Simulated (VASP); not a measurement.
# BiTe (F-43m) in VASP: further runs, part 2 of 2

VASP 6.6.1. Earlier steps stand in the parts before.

## (4) Single point, PBEsol

INCAR reads:

```
SYSTEM = BiTe
PREC = Accurate
ENCUT = 520
EDIFF = 1E-7
ISMEAR = 0
SIGMA = 0.05
LREAL = .FALSE.
LASPH = .TRUE.
NELM = 60
ALGO = Normal
ISIF = 2
LWAVE = .FALSE.
LCHARG = .FALSE.
GGA = PS
NBANDS = 18
```

KPOINTS reads:

```
regular mesh
0
G
  8 8 8
  0 0 0
```

POSCAR reads:

```
BiTe
1.0
    0.0000000000      3.6227637705      3.6227637705
    3.6227637705      0.0000000000      3.6227637705
    3.6227637705      3.6227637705      0.0000000000
Bi Te
1 1
Direct
    0.0000000000      0.0000000000      0.0000000000
    0.2500000000      0.2500000000      0.2500000000
```

Potentials or basis: VASP PAW PBE potentials, release 64 (Bi_d, Te).

Run with:

```bash
> cat potpaw_PBE.64/Bi_d/POTCAR potpaw_PBE.64/Te/POTCAR > POTCAR
> mpirun -np 1 vasp_std > vasp.out
```

OUTCAR:

```text
SYSTEM = BiTe
   PREC = Accurate
   ENCUT = 520
   EDIFF = 1E-7
   ISMEAR = 0
   LREAL = .FALSE.
   LASPH = .TRUE.
   NELM = 60
   ISIF = 2
   GGA = PS

 ion  position               nearest neighbor table
   1  0.000  0.000  0.000-   2 3.14   2 3.14   2 3.14   2 3.14
   2  0.250  0.250  0.250-   1 3.14   1 3.14   1 3.14   1 3.14

  LATTYP: Found a face centered cubic cell.
 ALAT       =     7.2455275410

  Lattice vectors:

 A1 = (   0.0000000000,   3.6227637705,   3.6227637705)
 A2 = (   3.6227637705,   0.0000000000,   3.6227637705)
 A3 = (   3.6227637705,   3.6227637705,   0.0000000000)

Analysis of symmetry for initial positions (statically):
=====================================================================
 Subroutine PRICEL returns:
 Original cell was already a primitive cell.

 Routine SETGRP: Setting up the symmetry group for a
 face centered cubic supercell.

 Subroutine GETGRP returns: Found 24 space group operations
 (whereof 24 operations were pure point group operations)
 out of a pool of 48 trial point group operations.

The static configuration has the point symmetry T_d .

Analysis of symmetry for dynamics (positions and initial velocities):
=====================================================================
 Subroutine PRICEL returns:
 Original cell was already a primitive cell.

 Routine SETGRP: Setting up the symmetry group for a
 face centered cubic supercell.

 Subroutine GETGRP returns: Found 24 space group operations
 (whereof 24 operations were pure point group operations)
 out of a pool of 48 trial point group operations.

The dynamic configuration has the point symmetry T_d .

 Subroutine INISYM returns: Found 24 space group operations
 (whereof 24 operations are pure point group operations),
 and found     1 'primitive' translations

----------------------------------------------------------------------------------------

                                     Primitive cell

  volume of cell :      95.0933

  direct lattice vectors                    reciprocal lattice vectors
     0.000000000  3.622763771  3.622763771    -0.138016175  0.138016175  0.138016175
     3.622763771  0.000000000  3.622763771     0.138016175 -0.138016175  0.138016175
     3.622763771  3.622763771  0.000000000     0.138016175  0.138016175 -0.138016175

  length of vectors
     5.123361658  5.123361658  5.123361658     0.239051028  0.239051028  0.239051028

  position of ions in fractional coordinates (direct lattice)
     0.000000000  0.000000000  0.000000000
     0.250000000  0.250000000  0.250000000

  ion indices of the primitive-cell ions
   primitive index   ion index
                 1           1
                 2           2

----------------------------------------------------------------------------------------

 KPOINTS: regular mesh

Automatic generation of k-mesh.
 Grid dimensions read from file:
 generate k-points for:    8    8    8

 Generating k-lattice:

  Cartesian coordinates                     Fractional coordinates (reciprocal lattice)
    -0.017252022  0.017252022  0.017252022     0.125000000  0.000000000  0.000000000
     0.017252022 -0.017252022  0.017252022     0.000000000  0.125000000  0.000000000
     0.017252022  0.017252022 -0.017252022     0.000000000  0.000000000  0.125000000

  Length of vectors
     0.029881379  0.029881379  0.029881379

  Shift w.r.t. Gamma in fractional coordinates (k-lattice)
     0.000000000  0.000000000  0.000000000

 Subroutine IBZKPT returns following result:
 ===========================================

 Found     29 irreducible k-points:

 Following reciprocal coordinates:
            Coordinates               Weight
  0.000000  0.000000  0.000000      1.000000
  0.125000  0.000000  0.000000      8.000000
  0.250000  0.000000  0.000000      8.000000
  0.375000  0.000000  0.000000      8.000000
  0.500000  0.000000  0.000000      4.000000
  0.125000  0.125000  0.000000      6.000000
[... 16 lines left out ...]
  0.500000  0.250000  0.125000     48.000000
 -0.375000  0.250000  0.125000     24.000000
 [... further k-points ...]
   k-points           NKPTS =     29   k-points in BZ     NKDIM =     29   number of bands    NBANDS=     18
   number of dos      NEDOS =    301   number of ions     NIONS =      2
   total plane-waves  NPLWV =  64000
   dimension x,y,z NGX =    40 NGY =   40 NGZ =   40
   dimension x,y,z NGXF=    80 NGYF=   80 NGZF=   80
   ions per type =               1   1
   NGX,Y,Z   is equivalent  to a cutoff of  12.98, 12.98, 12.98 a.u.
   NGXF,Y,Z  is equivalent  to a cutoff of  25.96, 25.96, 25.96 a.u.
 SYSTEM =  BiTe
   PREC   = accura    normal or accurate (medium, high low for compatibility)
   ISTART =      0    job   : 0-new  1-cont  2-samecut
   ICHARG =      2    charge: 1-file 2-atom 10-const
   ISPIN  =      1    spin polarized calculation?
   LNONCOLLINEAR =      F non collinear calculations
   LSORBIT =      F    spin-orbit coupling
   LASPH  =      T    aspherical Exc in radial PAW
   ENCUT  =  520.0 eV  38.22 Ry    6.18 a.u.   9.53  9.53  9.53*2*pi/ulx,y,z
   NELM   =     60;   NELMIN=  2; NELMDL= -5     # of ELM steps
   EDIFF  = 0.1E-06   stopping-criterion for ELM
   LREAL  =      F    real-space projection
   EDIFFG = 0.1E-05   stopping-criterion for IOM
   NSW    =      0    number of steps for IOM
   IBRION =     -1    ionic relax: 0-MD 1-quasi-New 2-CG
   NFREE  =      0    steps in history (QN), initial steepest desc. (CG)
   ISIF   =      2    stress and relaxation
   ISYM   =      2    0-nonsym 1-usesym 2-fastsym
   POTIM  = 0.5000    time-step for ionic-motion
   TEBEG  =    0.0;   TEEND  =   0.0 temperature during run
   PSTRESS=    0.0 pullay stress
   NELECT =      21.0000    total number of electrons
   NUPDOWN=      -1.0000    fix difference up-down
   EMIN   =  10.00;   EMAX   =-10.00  energy-range for DOS
   EFERMI =   0.00;   METHOD = LEGACY
   ISMEAR =     0;   SIGMA  =   0.05  broadening in eV -4-tet -1-fermi 0-gaus
   EFERMI_NEDOS =   21; number of points for ismear=-14 and -15
   IALGO  =     38    algorithm
   IMIX   =      4    mixing-type and parameters
     AMIX     =   0.40;   BMIX     =  1.00
     AMIX_MAG =   1.60;   BMIX_MAG =  1.00
  volume/ion in A,a.u.               =      47.55       320.86
  Fermi-wavevector in a.u.,A,eV,Ry     =   0.989535  1.869950 13.322552  0.979180
  Thomas-Fermi vector in A             =   2.121141
   LORBIT       =      0    0 simple, 1 ext, 2 COOP (PROOUT), +10 PAW based schemes
   GGA     = PS    functional components
   LHFCALC =     F    Hartree Fock is set to
   AEXX    =    0.0000 exact exchange contribution
   IVDW    =     0    specifies the selected vdW correction
   LEPSILON=     F    determine dielectric tensor
   LRPA    =     F    only Hartree local field effects (RPA)
 non-spin polarized calculation
 Gauss-broadening in eV      SIGMA  =   0.05
  energy-cutoff  :      520.00
  volume of cell :       95.09
 maximum number of plane-waves:      2637
 NGX is ok and might be reduce to    40
   NGX = 19   NGY = 19   NGZ = 19

 number of electron      20.9999995 magnetization

 Free energy of the ion-electron system (eV)
  ---------------------------------------------------
  ext. energy  EPLUGINS =         0.00000000
  ---------------------------------------------------
  free energy    TOTEN  =        -7.28029775 eV

  energy without entropy =       -7.27684592  energy(sigma->0) =       -7.27857184

 E-fermi :   3.6361     XC(G=0):  -7.9007

 val. band max:        3.6304535333   @ k =  -0.2500   0.5000   0.2500
 cond. band min:       3.6580428690   @ k =   0.1250   0.0000   0.0000
 fundamental gap:      0.0275893357
 Fermi energy:         3.6360757177

 k-point     1 :       0.0000    0.0000    0.0000
  band No.  band energies     occupation
      1     -19.7093      2.00000
      2     -19.7093      2.00000
      3     -19.7093      2.00000
      4     -19.6980      2.00000
      5     -19.6980      2.00000
      6      -9.4368      2.00000
[... 10 lines left out ...]
     17      10.5850      0.00000
     18      10.5850      0.00000

 k-point     2 :       0.1250    0.0000    0.0000
  band No.  band energies     occupation
      1     -19.7095      2.00000
      2     -19.7090      2.00000
      3     -19.7090      2.00000
      4     -19.6979      2.00000
      5     -19.6979      2.00000
      6      -9.3506      2.00000
[... 10 lines left out ...]
     17      10.2137      0.00000
     18      11.3978      0.00000
[... 442 lines left out ...]
 k-point    24 :      -0.3750    0.2500    0.1250
  band No.  band energies     occupation
      1     -19.7112      2.00000
      2     -19.7074      2.00000
      3     -19.7067      2.00000
      4     -19.6980      2.00000
      5     -19.6975      2.00000
      6      -8.3680      2.00000
[... 10 lines left out ...]
     17      10.3561      0.00000
     18      12.1590      0.00000

 [... further k-points ...]
[... 5 lines left out ...]
  --------------------------------------------------------------------------------------
  -------------------------------------------------------------------------------------
  Total       -0.8693268     -0.8693268     -0.8693268      0.0000000      0.0000000      0.0000000
  in kB      -14.6468291    -14.6468291    -14.6468291      0.0000000      0.0000000      0.0000000
  external PRESSURE =     -14.6468291 kB  Pullay stress =       0.0000000 kB

 VOLUME and BASIS-vectors are now :
 -----------------------------------------------------------------------------
  energy-cutoff  :      520.00
  volume of cell :       95.09
      direct lattice vectors                 reciprocal lattice vectors
     0.000000000  3.622763771  3.622763771    -0.138016175  0.138016175  0.138016175
     3.622763771  0.000000000  3.622763771     0.138016175 -0.138016175  0.138016175
     3.622763771  3.622763771  0.000000000     0.138016175  0.138016175 -0.138016175

 POSITION                                       TOTAL-FORCE (eV/Angst)
 -----------------------------------------------------------------------------------
      0.00000      0.00000      0.00000         0.000000      0.000000      0.000000
      1.81138      1.81138      1.81138        -0.000000     -0.000000     -0.000000
 -----------------------------------------------------------------------------------
    total drift:                               -0.000000     -0.000000     -0.000000

  FREE ENERGIE OF THE ION-ELECTRON SYSTEM (eV)
  ---------------------------------------------------
  free  energy   TOTEN  =        -7.2802977502 eV

  energy  without entropy=       -7.2768459200  energy(sigma->0) =       -7.27857184
```

OSZICAR:

```text
N       E                     dE             d eps       ncg     rms          rms(c)
DAV:   1     0.152935309360E+03    0.15294E+03   -0.95323E+03  1044   0.103E+03
DAV:   2     0.456642154358E+01   -0.14837E+03   -0.14511E+03  1138   0.274E+02
DAV:   3    -0.699507636663E+01   -0.11561E+02   -0.11496E+02  1258   0.861E+01
DAV:   4    -0.732613032922E+01   -0.33105E+00   -0.33086E+00  1228   0.166E+01
DAV:   5    -0.734085517976E+01   -0.14725E-01   -0.14724E-01  1466   0.312E+00    0.666E+00
DAV:   6    -0.728195731056E+01    0.58898E-01   -0.18740E-01  1520   0.227E+00    0.441E+00
DAV:   7    -0.728072082660E+01    0.12365E-02   -0.37522E-02  1138   0.842E-01    0.701E-01
DAV:   8    -0.728022282670E+01    0.49800E-03   -0.47214E-03  1176   0.407E-01    0.176E-01
DAV:   9    -0.728029735653E+01   -0.74530E-04   -0.61852E-04  1152   0.140E-01    0.562E-02
DAV:  10    -0.728029704317E+01    0.31336E-06   -0.33177E-05  1230   0.298E-02    0.240E-02
DAV:  11    -0.728029821704E+01   -0.11739E-05   -0.10690E-05  1336   0.212E-02    0.615E-03
DAV:  12    -0.728029764470E+01    0.57234E-06   -0.17185E-06  1244   0.849E-03    0.163E-03
DAV:  13    -0.728029774923E+01   -0.10454E-06   -0.43836E-07  1124   0.387E-03    0.176E-03
DAV:  14    -0.728029775022E+01   -0.98817E-09   -0.38182E-08   598   0.112E-03
   1 F= -.72802978E+01 E0= -.72785718E+01  d E =-.345183E-02
```

Wall time 55 s (1 thread of Intel Xeon Platinum 8259CL at 2.50GHz (Skylake/Cascade Lake), shared host); peak memory 0.25 GiB.

Results:

* Free energy: -7.2803 eV
* Pressure: -1.5 GPa

Levels at points of the mesh, in eV from the Fermi level:
| k point | band 8 | band 9 | band 10 | band 11 | band 12 | band 13 | band 14 | band 15 |
| --- | --- | --- | --- | --- | --- | --- | --- | --- |
| (0.00, 0.00, 0.00) | -2.71 | -2.71 | -2.71 | -0.16 | -0.16 | -0.16 | 2.90 | 5.97 |
| (0.50, 0.00, 0.00) | -3.36 | -3.31 | -3.31 | 0.75 | 0.75 | 2.13 | 4.74 | 5.46 |
| (0.50, 0.50, 0.00) | -3.99 | -3.99 | -1.85 | -1.01 | 2.68 | 2.68 | 4.62 | 5.40 |

Caveat: the PAW data sets were made with another functional, which shifts forces and pressure a little; spin-orbit coupling is left out, which moves the levels of the heavy elements.

## (5) Single point, PBE (volume scaled by 1.020)

INCAR reads:

```
SYSTEM = BiTe
PREC = Accurate ; ENCUT = 520
EDIFF = 1E-6 ; ISMEAR = 0
SIGMA = 0.05 ; LREAL = .FALSE.
LASPH = .TRUE. ; NELM = 80
ALGO = Normal ; ISIF = 2
LWAVE = .FALSE. ; LCHARG = .FALSE.
GGA = PE ; NBANDS = 18
```

KPOINTS is that of step 4.

POSCAR reads:

```
BiTe
1.0
    0.0000000000      3.6467562828      3.6467562828
    3.6467562828      0.0000000000      3.6467562828
    3.6467562828      3.6467562828      0.0000000000
Bi Te
1 1
Direct
    0.0000000000      0.0000000000      0.0000000000
    0.2500000000      0.2500000000      0.2500000000
```

Run with:

```bash
> cat potpaw_PBE.64/Bi_d/POTCAR potpaw_PBE.64/Te/POTCAR > POTCAR
> mpirun -np 1 vasp_std > vasp.out
```

It took 43 s on 1 thread of Intel Xeon Platinum 8259CL at 2.50GHz (Skylake/Cascade Lake), shared host; peak memory 0.26 GiB.

Results (log left out):

```yaml
Free_energy: -6.6733 eV
Pressure: -0.6 GPa
```

Levels at points of the mesh, in eV from the Fermi level:
```csv
k point,band 9,band 10,band 11,band 12,band 13,band 14
"(0.00, 0.00, 0.00)",-2.69,-2.69,-0.15,-0.15,-0.15,3.02
"(0.50, 0.00, 0.00)",-3.27,-3.27,0.74,0.74,2.04,4.85
"(0.50, 0.50, 0.00)",-3.92,-1.84,-0.97,2.58,2.58,4.67
```

Caveat: spin-orbit coupling is left out, which moves the levels of the heavy elements.

## (6) Single point, PBE (volume scaled by 1.040)

INCAR reads:

```
SYSTEM = BiTe
PREC = Accurate ; ENCUT = 520
EDIFF = 1E-7 ; ISMEAR = 0
SIGMA = 0.05 ; LREAL = .False.
LASPH = .True. ; NELM = 80
ALGO = Normal ; ISIF = 2
LWAVE = .False. ; LCHARG = .True.
GGA = PE ; LELF = .True.
LVHAR = .True. ; NBANDS = 18
```

KPOINTS reads:

```
Automatic mesh
0
Gamma
  8 8 8
  0 0 0
```

POSCAR reads:

```
BiTe
1.0
    0.0000000000      3.6704371819      3.6704371819
    3.6704371819      0.0000000000      3.6704371819
    3.6704371819      3.6704371819      0.0000000000
Bi Te
1 1
Direct
    0.0000000000      0.0000000000      0.0000000000
    0.2500000000      0.2500000000      0.2500000000
```

Potentials or basis: VASP PAW PBE potentials, release 64 (Bi_d, Te).

Run with:

```bash
> cat potpaw_PBE.64/Bi_d/POTCAR potpaw_PBE.64/Te/POTCAR > POTCAR
> mpirun -np 1 vasp_std > vasp.out
```

Wall time 52 s (1 thread of Intel Xeon Platinum 8259CL at 2.50GHz (Skylake/Cascade Lake), shared host); peak memory 0.25 GiB.

Results (log left out):

```
Free energy : -6.6642 eV
Pressure    : -1.0 GPa
```

Levels at points of the mesh, in eV from the Fermi level:
```tsv
k point	band 8	band 9	band 10	band 11	band 12	band 13	band 14	band 15
(0.00, 0.00, 0.00)	-2.64	-2.64	-2.64	-0.14	-0.14	-0.14	3.03	5.96
(0.50, 0.00, 0.00)	-3.26	-3.21	-3.21	0.74	0.74	1.96	4.86	5.50
(0.50, 0.50, 0.00)	-3.85	-3.85	-1.82	-0.94	2.51	2.51	4.66	5.36
```

Caveat: spin-orbit coupling is left out, which moves the levels of the heavy elements.

## (7) The runs side by side

```tsv
level	cell	gap on the mesh (eV)	pressure (GPa)
PBE	a = 5.126 Å, angles 60.0°, 2 atoms	none	-0.1
PBE	a = 5.123 Å, angles 60.0°, 2 atoms	none	0.0
PBEsol	a = 5.123 Å, angles 60.0°, 2 atoms	none	-1.5
PBE	a = 5.157 Å, angles 60.0°, 2 atoms	none	-0.6
PBE	a = 5.191 Å, angles 60.0°, 2 atoms	none	-1.0
```

Alike in all rows: task single point; potentials or basis VASP PAW PBE potentials, release 64 (Bi_d, Te); no spin polarisation; k mesh 8 × 8 × 8; cutoff (eV) 520; smearing gaussian 0.05 eV.

Caveats: spin-orbit coupling is left out, which moves the levels of the heavy elements; the PAW data sets were made with another functional, which shifts forces and pressure a little (some runs).

Absolute energies hang on the potentials; compare differences alone.
